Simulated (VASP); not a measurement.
# Zn12H (a cell with a defect) in VASP: single point with PBE

Aim: the single point of Zn12H (a cell with a defect) with PBE.

Program: VASP 6.6.1. These are calculated values, not measurements. Logs are shortened: lines on timing, memory, paths and dates and some standing lists are left out, and cuts for length are marked.

### Step 1. The cell of the first run

The cell holds a defect, 13 atoms: a = 5.320 Å, b = 7.980 Å, c = 4.937 Å, α = 90.00°, β = 90.00°, γ = 120.00°.

### Step 2. Single point, PBE

File INCAR:

```
PREC = Accurate ; ENCUT = 520
EDIFF = 1E-6 ; ISMEAR = -1
SIGMA = 0.1 ; LREAL = F
LASPH = T ; NELM = 80
ALGO = Normal ; ISIF = 2
LWAVE = F ; LCHARG = F
GGA = PE ; NBANDS = 84
```

File KPOINTS:

```
regular mesh
0
Gamma
  4 3 3
```

File POSCAR:

```
Zn12H
1.0
    5.3200000000      0.0000000000      0.0000000000
   -3.9900000000      6.9108830000      0.0000000000
    0.0000000000      0.0000000000      4.9369600000
Zn H
12 1
Direct
   -0.0049211605     -0.0010012261     -0.0039264813
    0.1657722672      0.2207063304      0.5002055401
   -0.0020730780      0.3326387962     -0.0024905898
    0.1680836966      0.5553247077      0.5039760301
    0.0214046674      0.6758553827      0.0114158719
    0.1712070300      0.8920114982      0.4997660189
    0.5043513801      0.0038430902     -0.0015866193
    0.6688939110      0.2215199070      0.5013992667
    0.4841400820      0.3149660113      0.0078769436
    0.6683861366      0.5555524937      0.4715929689
    0.4891158725      0.6746392583      0.0117831740
    0.6688604000      0.8908801237      0.5006257322
    0.6656608951      0.5568434267      0.8533836440
```

Potentials or basis: VASP PAW PBE potentials, release 64 (Zn, H).

The run is started by

```sh
$ cat potpaw_PBE.64/Zn/POTCAR potpaw_PBE.64/H/POTCAR > POTCAR
$ mpirun -np 1 vasp_std > vasp.out
```

OUTCAR:

```text
PREC = Accurate
   ENCUT = 520
   EDIFF = 1E-6
   ISMEAR = -1
   LREAL = F
   LASPH = T
   NELM = 80
   ISIF = 2
   GGA = PE

 ion  position               nearest neighbor table
   1  0.995  0.999  0.996-   9 2.56   7 2.63  11 2.64   5 2.65   3 2.65   7 2.69  12 2.87   2 2.89
                             6 2.90  12 2.91   2 2.92   6 2.93
   2  0.166  0.221  0.500-   6 2.64  12 2.64   8 2.65   4 2.66   8 2.67  10 2.68   9 2.84   1 2.89
                             3 2.90   9 2.91   1 2.92   3 2.92
   3  0.998  0.333  0.998-   7 2.62   1 2.65   9 2.66   9 2.67  11 2.67   5 2.68   8 2.88   4 2.88
                             2 2.90   8 2.91   2 2.92   4 2.94
   4  0.168  0.555  0.504-   8 2.66  10 2.66   2 2.66  10 2.67  12 2.67   6 2.68  11 2.85   5 2.86
                             3 2.88  11 2.91   5 2.93   3 2.94
   5  0.021  0.676  0.011-  13 1.82  11 2.49   7 2.59   1 2.65   3 2.68  10 2.79  11 2.83   6 2.84
                             4 2.86   9 2.87   4 2.93   6 2.94
   6  0.171  0.892  0.500-   2 2.64   8 2.64  12 2.65  12 2.67   4 2.68  10 2.68   5 2.84   1 2.90
                             7 2.90   7 2.91   1 2.93   5 2.94
   7  0.504  0.004  0.998-   9 2.54  11 2.59   5 2.59   3 2.62   1 2.63   1 2.69   8 2.88  12 2.90
                             6 2.90   8 2.90   6 2.91  12 2.92
   8  0.669  0.222  0.501-  12 2.64   6 2.64   2 2.65   4 2.66  10 2.67   2 2.67   9 2.86   7 2.88
                             3 2.88   7 2.90   3 2.91   9 2.92
   9  0.484  0.315  0.008-  13 1.84   7 2.54   1 2.56   3 2.66   3 2.67  10 2.83   2 2.84  11 2.86
                             8 2.86   5 2.87   2 2.91   8 2.92
  10  0.668  0.556  0.472-  13 1.89   4 2.66   4 2.67   8 2.67   2 2.68  12 2.68   6 2.68   5 2.79
                            11 2.81   9 2.83
  11  0.489  0.675  0.012-  13 1.81   5 2.49   7 2.59   1 2.64   3 2.67  10 2.81   5 2.83  12 2.84
                             4 2.85   9 2.86   4 2.91  12 2.93
  12  0.669  0.891  0.501-   2 2.64   8 2.64   6 2.65   6 2.67   4 2.67  10 2.68  11 2.84   1 2.87
                             7 2.90   1 2.91   7 2.92  11 2.93
  13  0.666  0.557  0.853-  11 1.81   5 1.82   9 1.84  10 1.89

  LATTYP: Found a simple monoclinic cell.
 ALAT       =     5.3200000000
 B/A-ratio  =     0.9280000000
 C/A-ratio  =     1.3228757068
 COS(beta)  =    -0.1889822292

  Lattice vectors:

 A1 = (   5.3200000000,   0.0000000000,   0.0000000000)
 A2 = (   0.0000000000,   0.0000000000,   4.9369600000)
 A3 = (  -1.3300000000,  -6.9108830000,   0.0000000000)

Analysis of symmetry for initial positions (statically):
=====================================================================
 Subroutine PRICEL returns:
 Original cell was already a primitive cell.

 Routine SETGRP: Setting up the symmetry group for a
[... 152 lines left out ...]
   EFERMI_NEDOS =   21; number of points for ismear=-14 and -15
   IALGO  =     38    algorithm
   IMIX   =      4    mixing-type and parameters
     AMIX     =   0.40;   BMIX     =  1.00
     AMIX_MAG =   1.60;   BMIX_MAG =  1.00
  volume/ion in A,a.u.               =      13.96        94.22
  Fermi-wavevector in a.u.,A,eV,Ry     =   1.519017  2.870525 31.394246  2.307412
  Thomas-Fermi vector in A             =   2.628059
   LORBIT       =      0    0 simple, 1 ext, 2 COOP (PROOUT), +10 PAW based schemes
   GGA     = PE    functional components
   LHFCALC =     F    Hartree Fock is set to
   AEXX    =    0.0000 exact exchange contribution
   IVDW    =     0    specifies the selected vdW correction
   LEPSILON=     F    determine dielectric tensor
   LRPA    =     F    only Hartree local field effects (RPA)
 non-spin polarized calculation
  energy-cutoff  :      520.00
  volume of cell :      181.51
 maximum number of plane-waves:      4902
   NGX = 19   NGY = 29   NGZ = 19

 number of electron     145.0000023 magnetization

 Free energy of the ion-electron system (eV)
  ---------------------------------------------------
  ext. energy  EPLUGINS =         0.00000000
  ---------------------------------------------------
  free energy    TOTEN  =       -15.73526871 eV

  energy without entropy =      -15.62358001  energy(sigma->0) =      -15.67942436

 E-fermi :   3.3868     XC(G=0): -11.6443

 val. band max:        3.3598545564   @ k =   0.5000   0.3333   0.0000
 cond. band min:       3.4467985812   @ k =   0.2500   0.3333   0.0000
 fundamental gap:      0.0869440248
 Fermi energy:         3.3868476740

 k-point     1 :       0.0000    0.0000    0.0000
  band No.  band energies     occupation
      1      -7.6822      2.00000
      2      -5.9473      2.00000
      3      -5.3823      2.00000
      4      -5.2750      2.00000
      5      -5.1814      2.00000
      6      -5.1366      2.00000
[... 1642 lines left out ...]
     83       8.9683      0.00000
     84       9.2727      0.00000

------------------------ aborting loop because EDIFF is reached ----------------------------------------

  FORCE on cell =-STRESS in cart. coord.  units (eV):
  Direction    XX          YY          ZZ          XY          YZ          ZX
  --------------------------------------------------------------------------------------
  -------------------------------------------------------------------------------------
  Total        5.2557472      2.0675461      3.1917239     -0.9754134      0.0562094     -0.1238098
  in kB       46.3916979     18.2499216     28.1728718     -8.6098289      0.4961516     -1.0928504
  external PRESSURE =      30.9381638 kB  Pullay stress =       0.0000000 kB

 VOLUME and BASIS-vectors are now :
 -----------------------------------------------------------------------------
  energy-cutoff  :      520.00
  volume of cell :      181.51
      direct lattice vectors                 reciprocal lattice vectors
     5.320000000  0.000000000  0.000000000     0.187969925  0.108524482  0.000000000
    -3.990000000  6.910883000  0.000000000     0.000000000  0.144699310  0.000000000
     0.000000000  0.000000000  4.936960000     0.000000000  0.000000000  0.202553798

 POSITION                                       TOTAL-FORCE (eV/Angst)
 -----------------------------------------------------------------------------------
      1.30781      6.90396      4.91758        -0.013739     -0.027386     -0.022437
      0.00129      1.52528      2.46949         0.001409      0.010793     -0.012520
      3.98174      2.29883      4.92466         0.005630      0.023470     -0.029062
     -1.32154      3.83778      2.48811         0.000763     -0.006541      0.017756
     -2.58279      4.67076      0.05636        -0.017839      0.042801      0.047476
     -2.64830      6.16459      2.46732        -0.005214     -0.009121     -0.004504
      2.66782      0.02656      4.92913         0.023402      0.011745     -0.011799
      2.67465      1.53090      2.47539        -0.003448      0.011427     -0.009197
      1.31891      2.17669      0.03889        -0.017500     -0.025179      0.046807
      1.33916      3.83936      2.32824        -0.000232     -0.002229     -0.056694
     -0.08971      4.66235      0.05817         0.005918      0.030322      0.053330
      0.00373      6.15677      2.47157         0.003175     -0.011165     -0.004993
      1.31951      3.84828      4.21312         0.017674     -0.048938     -0.014162
 -----------------------------------------------------------------------------------
    total drift:                               -0.000829      0.000164      0.001465

  FREE ENERGIE OF THE ION-ELECTRON SYSTEM (eV)
  ---------------------------------------------------
  free  energy   TOTEN  =       -15.7352687121 eV

  energy  without entropy=      -15.6235800117  energy(sigma->0) =      -15.67942436
```

Wall time 2.7 min (1 thread of Intel Xeon 6975P-C (Granite Rapids), shared host); peak memory 0.4 GiB.

What came out:

- Free energy: -15.7353 eV
- Pressure: 3.1 GPa
- Largest force: 0.066 eV/Å
- Band gap on the k mesh: zero (an odd number of electrons rules out a gap without spin polarisation)

Forces in eV/Å, atoms in the order of the input:
```
Zn  -0.014 -0.027 -0.022
Zn   0.001  0.011 -0.013
Zn   0.006  0.023 -0.029
Zn   0.001 -0.007  0.018
Zn  -0.018  0.043  0.047
Zn  -0.005 -0.009 -0.005
Zn   0.023  0.012 -0.012
Zn  -0.003  0.011 -0.009
Zn  -0.018 -0.025  0.047
Zn   0.000 -0.002 -0.057
Zn   0.006  0.030  0.053
Zn   0.003 -0.011 -0.005
H    0.018 -0.049 -0.014
```

Stress tensor (GPa, compression positive):
```
 4.64 -0.86 -0.11
-0.86  1.82  0.05
-0.11  0.05  2.82
```

Caveat: the k points lie up to 0.42 Å⁻¹ apart, too coarse for converged energies and pressures of a metal.

The gap in the log of VASP goes by the Fermi energy; the results here count the filled bands.